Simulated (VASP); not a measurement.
# Mo (P6_3/mmc) in VASP: further runs

Mo is run at these levels: PBE; tasks: single point.

Everything below comes from runs of VASP 6.6.1. Logs are shortened: lines on timing, memory, paths and dates and some standing lists are left out, and cuts for length are marked.

**1. The cell of the first run**

The structure is hexagonal, space group P6_3/mmc (No. 194). Conventional cell: a = 2.524 Å, b = 2.524 Å, c = 3.972 Å, α = 90.00°, β = 90.00°, γ = 120.00°. Within 3.3 Å of Mo (site symmetry -6m2) lie 12 Mo at 2.46 to 2.52 Å.

**2. Single point, PBE**

Contents of INCAR:

```
  ALGO = Normal
  EDIFF = 1E-7
  ENCUT = 520
  GGA = PE
  ISIF = 2
  ISMEAR = -1
  LASPH = T
  LCHARG = F
  LREAL = F
  LWAVE = F
  NBANDS = 21
  NELM = 60
  PREC = Accurate
  SIGMA = 0.08
```

Contents of KPOINTS:

```
k-points
0
Gamma
  15 15 8
```

Contents of POSCAR:

```
Mo
1.0
    2.5240022081      0.0000000000      0.0000000000
   -1.2620011040      2.1858500314      0.0000000000
    0.0000000000      0.0000000000      3.9720402509
Mo
2
Direct
    0.3333333333      0.6666666667      0.2500000000
    0.6666666667      0.3333333333      0.7500000000
```

Potentials or basis: VASP PAW PBE potentials, release 64 (Mo_sv).

Run with:

```bash
$ cat potpaw_PBE.64/Mo_sv/POTCAR > POTCAR
$ mpirun -np 1 vasp_std > vasp.out
```

OUTCAR:

```text
EDIFF = 1E-7
   ENCUT = 520
   GGA = PE
   ISIF = 2
   ISMEAR = -1
   LASPH = T
   LREAL = F
   NELM = 60
   PREC = Accurate

 ion  position               nearest neighbor table
   1  0.333  0.667  0.250-   2 2.46   2 2.46   2 2.46   2 2.46   2 2.46   2 2.46
   2  0.667  0.333  0.750-   1 2.46   1 2.46   1 2.46   1 2.46   1 2.46   1 2.46

  LATTYP: Found a hexagonal cell.
 ALAT       =     2.5240022081
 C/A-ratio  =     1.5737071220

  Lattice vectors:

 A1 = (   2.5240022081,   0.0000000000,   0.0000000000)
 A2 = (  -1.2620011040,   2.1858500314,   0.0000000000)
 A3 = (   0.0000000000,   0.0000000000,   3.9720402509)

Analysis of symmetry for initial positions (statically):
=====================================================================
 Subroutine PRICEL returns:
 Original cell was already a primitive cell.

 Routine SETGRP: Setting up the symmetry group for a
 hexagonal supercell.

 Subroutine GETGRP returns: Found 24 space group operations
 (whereof 12 operations were pure point group operations)
 out of a pool of 24 trial point group operations.

The static configuration has the point symmetry D_3d.
 The point group associated with its full space group is D_6h.

Analysis of symmetry for dynamics (positions and initial velocities):
=====================================================================
 Subroutine PRICEL returns:
 Original cell was already a primitive cell.

 Routine SETGRP: Setting up the symmetry group for a
 hexagonal supercell.

 Subroutine GETGRP returns: Found 24 space group operations
 (whereof 12 operations were pure point group operations)
 out of a pool of 24 trial point group operations.

The dynamic configuration has the point symmetry D_3d.
 The point group associated with its full space group is D_6h.

 Subroutine INISYM returns: Found 24 space group operations
 (whereof 12 operations are pure point group operations),
 and found     1 'primitive' translations

----------------------------------------------------------------------------------------

                                     Primitive cell

  volume of cell :      21.9141

  direct lattice vectors                    reciprocal lattice vectors
     2.524002208  0.000000000  0.000000000     0.396196167  0.228743964  0.000000000
    -1.262001104  2.185850031  0.000000000     0.000000000  0.457487927  0.000000000
     0.000000000  0.000000000  3.972040251     0.000000000  0.000000000  0.251759785

  length of vectors
     2.524002208  2.524002208  3.972040251     0.457487927  0.457487927  0.251759785

  position of ions in fractional coordinates (direct lattice)
     0.333333333  0.666666667  0.250000000
     0.666666667  0.333333333  0.750000000

  ion indices of the primitive-cell ions
   primitive index   ion index
                 1           1
                 2           2

----------------------------------------------------------------------------------------

 KPOINTS: k-points

Automatic generation of k-mesh.
 Grid dimensions read from file:
 generate k-points for:   15   15    8

 Generating k-lattice:

  Cartesian coordinates                     Fractional coordinates (reciprocal lattice)
     0.026413078  0.015249598  0.000000000     0.066666667  0.000000000  0.000000000
     0.000000000  0.030499195  0.000000000     0.000000000  0.066666667  0.000000000
     0.000000000  0.000000000  0.031469973     0.000000000  0.000000000  0.125000000

  Length of vectors
     0.030499195  0.030499195  0.031469973

  Shift w.r.t. Gamma in fractional coordinates (k-lattice)
     0.000000000  0.000000000  0.000000000

 Subroutine IBZKPT returns following result:
 ===========================================

 Found    135 irreducible k-points:

 Following reciprocal coordinates:
            Coordinates               Weight
  0.000000  0.000000  0.000000      1.000000
  0.066667  0.000000  0.000000      6.000000
  0.133333  0.000000  0.000000      6.000000
  0.200000  0.000000  0.000000      6.000000
  0.266667  0.000000  0.000000      6.000000
  0.333333  0.000000  0.000000      6.000000
[... 16 lines left out ...]
  0.333333  0.200000  0.000000     12.000000
  0.400000  0.200000  0.000000      6.000000
 [... further k-points ...]
   k-points           NKPTS =    135   k-points in BZ     NKDIM =    135   number of bands    NBANDS=     21
   number of dos      NEDOS =    301   number of ions     NIONS =      2
   total plane-waves  NPLWV =  12000
   dimension x,y,z NGX =    20 NGY =   20 NGZ =   30
   dimension x,y,z NGXF=    40 NGYF=   40 NGZF=   60
   ions per type =               2
   NGX,Y,Z   is equivalent  to a cutoff of  13.17, 13.17, 12.56 a.u.
   NGXF,Y,Z  is equivalent  to a cutoff of  26.35, 26.35, 25.11 a.u.
 SYSTEM =  unknown system
   PREC   = accura    normal or accurate (medium, high low for compatibility)
   ISTART =      0    job   : 0-new  1-cont  2-samecut
   ICHARG =      2    charge: 1-file 2-atom 10-const
   ISPIN  =      1    spin polarized calculation?
   LNONCOLLINEAR =      F non collinear calculations
   LSORBIT =      F    spin-orbit coupling
   LASPH  =      T    aspherical Exc in radial PAW
   ENCUT  =  520.0 eV  38.22 Ry    6.18 a.u.   4.69  4.69  7.39*2*pi/ulx,y,z
   NELM   =     60;   NELMIN=  2; NELMDL= -5     # of ELM steps
   EDIFF  = 0.1E-06   stopping-criterion for ELM
   LREAL  =      F    real-space projection
   EDIFFG = 0.1E-05   stopping-criterion for IOM
   NSW    =      0    number of steps for IOM
   IBRION =     -1    ionic relax: 0-MD 1-quasi-New 2-CG
   NFREE  =      0    steps in history (QN), initial steepest desc. (CG)
   ISIF   =      2    stress and relaxation
   ISYM   =      2    0-nonsym 1-usesym 2-fastsym
   POTIM  = 0.5000    time-step for ionic-motion
   TEBEG  =    0.0;   TEEND  =   0.0 temperature during run
   PSTRESS=    0.0 pullay stress
   NELECT =      28.0000    total number of electrons
   NUPDOWN=      -1.0000    fix difference up-down
   EMIN   =  10.00;   EMAX   =-10.00  energy-range for DOS
   EFERMI =   0.00;   METHOD = LEGACY
   ISMEAR =    -1;   SIGMA  =   0.08  broadening in eV -4-tet -1-fermi 0-gaus
   EFERMI_NEDOS =   21; number of points for ismear=-14 and -15
   IALGO  =     38    algorithm
   IMIX   =      4    mixing-type and parameters
     AMIX     =   0.40;   BMIX     =  1.00
     AMIX_MAG =   1.60;   BMIX_MAG =  1.00
  volume/ion in A,a.u.               =      10.96        73.94
  Fermi-wavevector in a.u.,A,eV,Ry     =   1.776450  3.357003 42.936909  3.155774
  Thomas-Fermi vector in A             =   2.842041
   LORBIT       =      0    0 simple, 1 ext, 2 COOP (PROOUT), +10 PAW based schemes
   GGA     = PE    functional components
   LHFCALC =     F    Hartree Fock is set to
   AEXX    =    0.0000 exact exchange contribution
   IVDW    =     0    specifies the selected vdW correction
   LEPSILON=     F    determine dielectric tensor
   LRPA    =     F    only Hartree local field effects (RPA)
 non-spin polarized calculation
  energy-cutoff  :      520.00
  volume of cell :       21.91
 maximum number of plane-waves:       603
 NGX is ok and might be reduce to    20
   NGX =  9   NGY =  9   NGZ = 15

 number of electron      28.0000006 magnetization

 Free energy of the ion-electron system (eV)
  ---------------------------------------------------
  ext. energy  EPLUGINS =         0.00000000
  ---------------------------------------------------
  free energy    TOTEN  =       -16.53552954 eV

  energy without entropy =      -16.50065352  energy(sigma->0) =      -16.51809153

 E-fermi :  18.7710     XC(G=0): -15.4844

 val. band max:       18.7539694383   @ k =   0.3333   0.2000   0.2500
 cond. band min:      18.7981743357   @ k =   0.2000   0.2000   0.1250
 fundamental gap:      0.0442048975
 Fermi energy:        18.7710048280

 k-point     1 :       0.0000    0.0000    0.0000
  band No.  band energies     occupation
      1     -42.5098      2.00000
      2     -41.4206      2.00000
      3     -18.3756      2.00000
      4     -14.9341      2.00000
      5     -14.9341      2.00000
      6     -14.3402      2.00000
[... 13 lines left out ...]
     20      23.7646      0.00000
     21      31.8817      0.00000

 k-point     2 :       0.0667    0.0000    0.0000
  band No.  band energies     occupation
      1     -42.4773      2.00000
      2     -41.4069      2.00000
      3     -18.3233      2.00000
      4     -15.0711      2.00000
      5     -14.9792      2.00000
      6     -14.4746      2.00000
[... 13 lines left out ...]
     20      25.7176      0.00000
     21      32.4681      0.00000

 k-point     3 :       0.1333    0.0000    0.0000
  band No.  band energies     occupation
      1     -42.3834      2.00000
      2     -41.3691      2.00000
      3     -18.1700      2.00000
      4     -15.4519      2.00000
      5     -15.1011      2.00000
      6     -14.8435      2.00000
[... 13 lines left out ...]
     20      28.0839      0.00000
     21      34.0762      0.00000

 k-point     4 :       0.2000    0.0000    0.0000
  band No.  band energies     occupation
      1     -42.2387      2.00000
      2     -41.3168      2.00000
      3     -17.9264      2.00000
      4     -15.9966      2.00000
      5     -15.3611      2.00000
      6     -15.2694      2.00000
[... 13 lines left out ...]
     20      30.4370      0.00000
     21      35.4175      0.00000

 k-point     5 :       0.2667    0.0000    0.0000
  band No.  band energies     occupation
      1     -42.0608      2.00000
      2     -41.2641      2.00000
      3     -17.6114      2.00000
      4     -16.5998      2.00000
      5     -15.9245      2.00000
      6     -15.4505      2.00000
[... 13 lines left out ...]
     20      32.6404      0.00000
     21      34.5764      0.00000
[... 382 lines left out ...]
     20      34.5725      0.00000
     21      35.5679      0.00000

 k-point    22 :       0.2667    0.2000    0.0000
  band No.  band energies     occupation
      1     -41.6650      2.00000
      2     -41.2112      2.00000
      3     -17.2092      2.00000
      4     -16.8561      2.00000
      5     -16.8180      2.00000
      6     -15.9432      2.00000
[... 13 lines left out ...]
     20      33.8024      0.00000
     21      34.4223      0.00000

 k-point    23 :       0.3333    0.2000    0.0000
  band No.  band energies     occupation
      1     -41.5313      2.00000
      2     -41.2287      2.00000
      3     -17.4684      2.00000
      4     -16.8512      2.00000
      5     -16.4973      2.00000
      6     -16.2328      2.00000
[... 13 lines left out ...]
     20      31.7660      0.00000
     21      32.7479      0.00000

 k-point    24 :       0.4000    0.2000    0.0000
  band No.  band energies     occupation
      1     -41.4717      2.00000
      2     -41.2469      2.00000
      3     -17.5588      2.00000
      4     -16.8133      2.00000
      5     -16.3736      2.00000
      6     -16.3382      2.00000
[... 13 lines left out ...]
     20      30.9338      0.00000
     21      32.0272      0.00000

 [... further k-points ...]
[... 5 lines left out ...]
  --------------------------------------------------------------------------------------
  -------------------------------------------------------------------------------------
  Total       26.1119061     26.1119061     26.1908993      0.0000000      0.0000000     -0.0000000
  in kB     1909.0857016   1909.0857016   1914.8610219      0.0000000      0.0000000     -0.0000000
  external PRESSURE =    1911.0108084 kB  Pullay stress =       0.0000000 kB

 VOLUME and BASIS-vectors are now :
 -----------------------------------------------------------------------------
  energy-cutoff  :      520.00
  volume of cell :       21.91
      direct lattice vectors                 reciprocal lattice vectors
     2.524002208  0.000000000  0.000000000     0.396196167  0.228743964  0.000000000
    -1.262001104  2.185850031  0.000000000     0.000000000  0.457487927  0.000000000
     0.000000000  0.000000000  3.972040251     0.000000000  0.000000000  0.251759785

 POSITION                                       TOTAL-FORCE (eV/Angst)
 -----------------------------------------------------------------------------------
     -0.00000      1.45723      0.99301         0.000000     -0.000000      0.000000
      1.26200      0.72862      2.97903        -0.000000      0.000000      0.000000
 -----------------------------------------------------------------------------------
    total drift:                               -0.000000      0.000000     -0.000000

  FREE ENERGIE OF THE ION-ELECTRON SYSTEM (eV)
  ---------------------------------------------------
  free  energy   TOTEN  =       -16.5355295419 eV

  energy  without entropy=      -16.5006535152  energy(sigma->0) =      -16.51809153
```

It took 31 s on 1 thread of Intel Xeon 6975P-C, shared host; peak memory 0.17 GiB.

What came out:

- Free energy: -16.5355 eV
- Pressure: 191.1 GPa
- Band gap on the k mesh: zero (band 14 reaches 20.81 eV, above the bottom of band 15 at 17.13 eV)

Stress tensor (GPa, compression positive):
```
190.91   0.00   0.00
  0.00 190.91   0.00
  0.00   0.00 191.49
```

(Continued in part 2 of 3.)
